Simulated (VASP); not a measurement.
# AlN (F-43m) in VASP: single point with PBE

Aim: the single point of AlN with PBE.

Program: VASP 6.6.1. These are calculated values, not measurements. Logs are shortened: lines on timing, memory, paths and dates and some standing lists are left out, and cuts for length are marked.

### 1 The cell of the first run

The structure is cubic, space group F-43m (No. 216). The conventional cell has a = 4.403 Å, b = 4.403 Å, c = 4.403 Å, α = 90.00°, β = 90.00°, γ = 90.00°. Al (site symmetry -43m) has 4 N at 1.91 Å within 2.5 Å. N (site symmetry -43m) has 4 Al at 1.91 Å within 2.5 Å.

### 2 Single point, PBE

INCAR reads:

```
PREC = Accurate
ENCUT = 600
EDIFF = 1E-6
ISMEAR = 0
SIGMA = 0.02
LREAL = False
LASPH = True
NELM = 120
ALGO = Normal
ISIF = 2
LWAVE = False
LCHARG = False
GGA = PE
NBANDS = 11
GGA_COMPAT = False
```

KPOINTS reads:

```
Automatic mesh
0
Gamma
  10 10 10
```

POSCAR reads:

```
AlN
1.0
    0.0000000000      2.2012621113      2.2012621113
    2.2012621113      0.0000000000      2.2012621113
    2.2012621113      2.2012621113      0.0000000000
Al N
1 1
Direct
    0.0000000000      0.0000000000      0.0000000000
    0.2500000000      0.2500000000      0.2500000000
```

Potentials or basis: VASP PAW PBE potentials, release 64 (Al, N).

On the command line:

```sh
> cat potpaw_PBE.64/Al/POTCAR potpaw_PBE.64/N/POTCAR > POTCAR
> mpirun -np 1 vasp_std > vasp.out
```

OUTCAR:

```text
PREC = Accurate
   ENCUT = 600
   EDIFF = 1E-6
   ISMEAR = 0
   LREAL = False
   LASPH = True
   NELM = 120
   ISIF = 2
   GGA = PE

 ion  position               nearest neighbor table
   1  0.000  0.000  0.000-   2 1.91   2 1.91   2 1.91   2 1.91
   2  0.250  0.250  0.250-   1 1.91   1 1.91   1 1.91   1 1.91

  LATTYP: Found a face centered cubic cell.
 ALAT       =     4.4025242226

  Lattice vectors:

 A1 = (   0.0000000000,   2.2012621113,   2.2012621113)
 A2 = (   2.2012621113,   0.0000000000,   2.2012621113)
 A3 = (   2.2012621113,   2.2012621113,   0.0000000000)

Analysis of symmetry for initial positions (statically):
=====================================================================
 Subroutine PRICEL returns:
 Original cell was already a primitive cell.

 Routine SETGRP: Setting up the symmetry group for a
 face centered cubic supercell.

 Subroutine GETGRP returns: Found 24 space group operations
 (whereof 24 operations were pure point group operations)
 out of a pool of 48 trial point group operations.

The static configuration has the point symmetry T_d .

Analysis of symmetry for dynamics (positions and initial velocities):
=====================================================================
 Subroutine PRICEL returns:
 Original cell was already a primitive cell.

 Routine SETGRP: Setting up the symmetry group for a
 face centered cubic supercell.

 Subroutine GETGRP returns: Found 24 space group operations
 (whereof 24 operations were pure point group operations)
 out of a pool of 48 trial point group operations.

The dynamic configuration has the point symmetry T_d .

 Subroutine INISYM returns: Found 24 space group operations
 (whereof 24 operations are pure point group operations),
 and found     1 'primitive' translations

----------------------------------------------------------------------------------------

                                     Primitive cell

  volume of cell :      21.3327

  direct lattice vectors                    reciprocal lattice vectors
     0.000000000  2.201262111  2.201262111    -0.227142419  0.227142419  0.227142419
     2.201262111  0.000000000  2.201262111     0.227142419 -0.227142419  0.227142419
     2.201262111  2.201262111  0.000000000     0.227142419  0.227142419 -0.227142419

  length of vectors
     3.113054732  3.113054732  3.113054732     0.393422210  0.393422210  0.393422210

  position of ions in fractional coordinates (direct lattice)
     0.000000000  0.000000000  0.000000000
     0.250000000  0.250000000  0.250000000

  ion indices of the primitive-cell ions
   primitive index   ion index
                 1           1
                 2           2

----------------------------------------------------------------------------------------

 KPOINTS: Automatic mesh

Automatic generation of k-mesh.
 Grid dimensions read from file:
 generate k-points for:   10   10   10

 Generating k-lattice:

  Cartesian coordinates                     Fractional coordinates (reciprocal lattice)
    -0.022714242  0.022714242  0.022714242     0.100000000  0.000000000  0.000000000
     0.022714242 -0.022714242  0.022714242     0.000000000  0.100000000  0.000000000
     0.022714242  0.022714242 -0.022714242     0.000000000  0.000000000  0.100000000

  Length of vectors
     0.039342221  0.039342221  0.039342221

  Shift w.r.t. Gamma in fractional coordinates (k-lattice)
     0.000000000  0.000000000  0.000000000

 Subroutine IBZKPT returns following result:
 ===========================================

 Found     47 irreducible k-points:

 Following reciprocal coordinates:
            Coordinates               Weight
  0.000000  0.000000  0.000000      1.000000
  0.100000  0.000000  0.000000      8.000000
  0.200000  0.000000  0.000000      8.000000
  0.300000  0.000000  0.000000      8.000000
  0.400000  0.000000  0.000000      8.000000
  0.500000  0.000000  0.000000      4.000000
[... 16 lines left out ...]
  0.300000  0.300000  0.000000      6.000000
  0.400000  0.300000  0.000000     24.000000
 [... further k-points ...]
   k-points           NKPTS =     47   k-points in BZ     NKDIM =     47   number of bands    NBANDS=     11
   number of dos      NEDOS =    301   number of ions     NIONS =      2
   total plane-waves  NPLWV =  21952
   dimension x,y,z NGX =    28 NGY =   28 NGZ =   28
   dimension x,y,z NGXF=    56 NGYF=   56 NGZF=   56
   ions per type =               1   1
   NGX,Y,Z   is equivalent  to a cutoff of  14.95, 14.95, 14.95 a.u.
   NGXF,Y,Z  is equivalent  to a cutoff of  29.91, 29.91, 29.91 a.u.
 SYSTEM =  unknown system
   PREC   = accura    normal or accurate (medium, high low for compatibility)
   ISTART =      0    job   : 0-new  1-cont  2-samecut
   ICHARG =      2    charge: 1-file 2-atom 10-const
   ISPIN  =      1    spin polarized calculation?
   LNONCOLLINEAR =      F non collinear calculations
   LSORBIT =      F    spin-orbit coupling
   LASPH  =      T    aspherical Exc in radial PAW
   ENCUT  =  600.0 eV  44.10 Ry    6.64 a.u.   6.22  6.22  6.22*2*pi/ulx,y,z
   NELM   =    120;   NELMIN=  2; NELMDL= -5     # of ELM steps
   EDIFF  = 0.1E-05   stopping-criterion for ELM
   LREAL  =      F    real-space projection
   EDIFFG = 0.1E-04   stopping-criterion for IOM
   NSW    =      0    number of steps for IOM
   IBRION =     -1    ionic relax: 0-MD 1-quasi-New 2-CG
   NFREE  =      0    steps in history (QN), initial steepest desc. (CG)
   ISIF   =      2    stress and relaxation
   ISYM   =      2    0-nonsym 1-usesym 2-fastsym
   POTIM  = 0.5000    time-step for ionic-motion
   TEBEG  =    0.0;   TEEND  =   0.0 temperature during run
   PSTRESS=    0.0 pullay stress
   NELECT =       8.0000    total number of electrons
   NUPDOWN=      -1.0000    fix difference up-down
   EMIN   =  10.00;   EMAX   =-10.00  energy-range for DOS
   EFERMI =   0.00;   METHOD = LEGACY
   ISMEAR =     0;   SIGMA  =   0.02  broadening in eV -4-tet -1-fermi 0-gaus
   EFERMI_NEDOS =   21; number of points for ismear=-14 and -15
   IALGO  =     38    algorithm
   IMIX   =      4    mixing-type and parameters
     AMIX     =   0.40;   BMIX     =  1.00
     AMIX_MAG =   1.60;   BMIX_MAG =  1.00
  volume/ion in A,a.u.               =      10.67        71.98
  Fermi-wavevector in a.u.,A,eV,Ry     =   1.180565  2.230944 18.962884  1.393733
  Thomas-Fermi vector in A             =   2.316855
   LORBIT       =      0    0 simple, 1 ext, 2 COOP (PROOUT), +10 PAW based schemes
   GGA     = PE    functional components
   LHFCALC =     F    Hartree Fock is set to
   AEXX    =    0.0000 exact exchange contribution
   IVDW    =     0    specifies the selected vdW correction
   LEPSILON=     F    determine dielectric tensor
   LRPA    =     F    only Hartree local field effects (RPA)
 non-spin polarized calculation
 Gauss-broadening in eV      SIGMA  =   0.02
  energy-cutoff  :      600.00
  volume of cell :       21.33
 maximum number of plane-waves:       728
 NGX is ok and might be reduce to    28
   NGX = 13   NGY = 13   NGZ = 13

 number of electron       8.0000000 magnetization

 Free energy of the ion-electron system (eV)
  ---------------------------------------------------
  ext. energy  EPLUGINS =         0.00000000
  ---------------------------------------------------
  free energy    TOTEN  =       -14.84893361 eV

  energy without entropy =      -14.84893361  energy(sigma->0) =      -14.84893361

 E-fermi :   5.9343     XC(G=0): -10.8312

 val. band max:        5.7490325073   @ k =   0.0000   0.0000   0.0000
 cond. band min:       9.0543791212   @ k =   0.5000   0.5000   0.0000
 fundamental gap:      3.3053466140
 Fermi energy:         5.9342889618

 k-point     1 :       0.0000    0.0000    0.0000
  band No.  band energies     occupation
      1      -9.0968      2.00000
      2       5.7490      2.00000
      3       5.7490      2.00000
      4       5.7490      2.00000
      5       9.7374      0.00000
      6      18.0771      0.00000
      7      18.0771      0.00000
      8      18.0771      0.00000
      9      23.2490      0.00000
     10      23.2490      0.00000
     11      24.6053      0.00000

 k-point     2 :       0.1000    0.0000    0.0000
  band No.  band energies     occupation
      1      -8.9544      2.00000
      2       4.9380      2.00000
      3       5.6977      2.00000
      4       5.6977      2.00000
      5      10.4046      0.00000
      6      17.6898      0.00000
      7      18.2081      0.00000
      8      18.2081      0.00000
      9      22.0108      0.00000
     10      22.0108      0.00000
     11      23.8277      0.00000

 k-point     3 :       0.2000    0.0000    0.0000
  band No.  band energies     occupation
      1      -8.5499      2.00000
      2       3.3532      2.00000
      3       5.5697      2.00000
      4       5.5697      2.00000
      5      11.5297      0.00000
      6      16.8974      0.00000
      7      18.1574      0.00000
      8      18.1574      0.00000
      9      21.4707      0.00000
     10      21.4707      0.00000
     11      22.9514      0.00000

 k-point     4 :       0.3000    0.0000    0.0000
  band No.  band energies     occupation
      1      -7.9640      2.00000
      2       1.7397      2.00000
      3       5.4230      2.00000
      4       5.4230      2.00000
      5      12.3706      0.00000
      6      16.1583      0.00000
      7      17.5366      0.00000
      8      17.5366      0.00000
      9      22.4818      0.00000
     10      22.4818      0.00000
     11      22.7335      0.00000
[... 239 lines left out ...]
 k-point    22 :      -0.2000    0.2000    0.0000
  band No.  band energies     occupation
      1      -7.7716      2.00000
      2       2.0336      2.00000
      3       4.0844      2.00000
      4       5.4942      2.00000
      5      13.1311      0.00000
      6      15.5274      0.00000
      7      16.9309      0.00000
      8      18.0760      0.00000
      9      20.5270      0.00000
     10      23.8966      0.00000
     11      26.8298      0.00000

 k-point    23 :       0.3000    0.3000    0.0000
  band No.  band energies     occupation
      1      -7.5996      2.00000
      2       2.2648      2.00000
      3       4.5275      2.00000
      4       4.5275      2.00000
      5      11.0027      0.00000
      6      15.2839      0.00000
      7      17.3849      0.00000
      8      19.9827      0.00000
      9      19.9827      0.00000
     10      25.9008      0.00000
     11      29.1187      0.00000

 k-point    24 :       0.4000    0.3000    0.0000
  band No.  band energies     occupation
      1      -7.1536      2.00000
      2       1.6480      2.00000
      3       4.0727      2.00000
      4       4.3658      2.00000
      5      10.6120      0.00000
      6      15.1241      0.00000
      7      17.7243      0.00000
      8      20.0788      0.00000
      9      20.5706      0.00000
     10      26.7917      0.00000
     11      28.9054      0.00000

 [... further k-points ...]

------------------------ aborting loop because EDIFF is reached ----------------------------------------

  FORCE on cell =-STRESS in cart. coord.  units (eV):
  Direction    XX          YY          ZZ          XY          YZ          ZX
  --------------------------------------------------------------------------------------
  -------------------------------------------------------------------------------------
  Total       -0.0431129     -0.0431129     -0.0431129      0.0000000     -0.0000000      0.0000000
  in kB       -3.2379669     -3.2379669     -3.2379669      0.0000000     -0.0000000      0.0000000
  external PRESSURE =      -3.2379669 kB  Pullay stress =       0.0000000 kB

 VOLUME and BASIS-vectors are now :
 -----------------------------------------------------------------------------
  energy-cutoff  :      600.00
  volume of cell :       21.33
      direct lattice vectors                 reciprocal lattice vectors
     0.000000000  2.201262111  2.201262111    -0.227142419  0.227142419  0.227142419
     2.201262111  0.000000000  2.201262111     0.227142419 -0.227142419  0.227142419
     2.201262111  2.201262111  0.000000000     0.227142419  0.227142419 -0.227142419

 POSITION                                       TOTAL-FORCE (eV/Angst)
 -----------------------------------------------------------------------------------
      0.00000      0.00000      0.00000         0.000000      0.000000      0.000000
      1.10063      1.10063      1.10063        -0.000000     -0.000000     -0.000000
 -----------------------------------------------------------------------------------
    total drift:                                0.000000      0.000000      0.000000

  FREE ENERGIE OF THE ION-ELECTRON SYSTEM (eV)
  ---------------------------------------------------
  free  energy   TOTEN  =       -14.8489336136 eV

  energy  without entropy=      -14.8489336136  energy(sigma->0) =      -14.84893361
```

It took 11 s on 1 thread of AMD EPYC 7R13 (Zen 3), shared host; peak memory 0.12 GiB.

Results:

```
Free energy            : -14.8489 eV
Pressure               : -0.3 GPa
Band gap on the k mesh : 3.31 eV (least direct gap 3.99 eV)
```
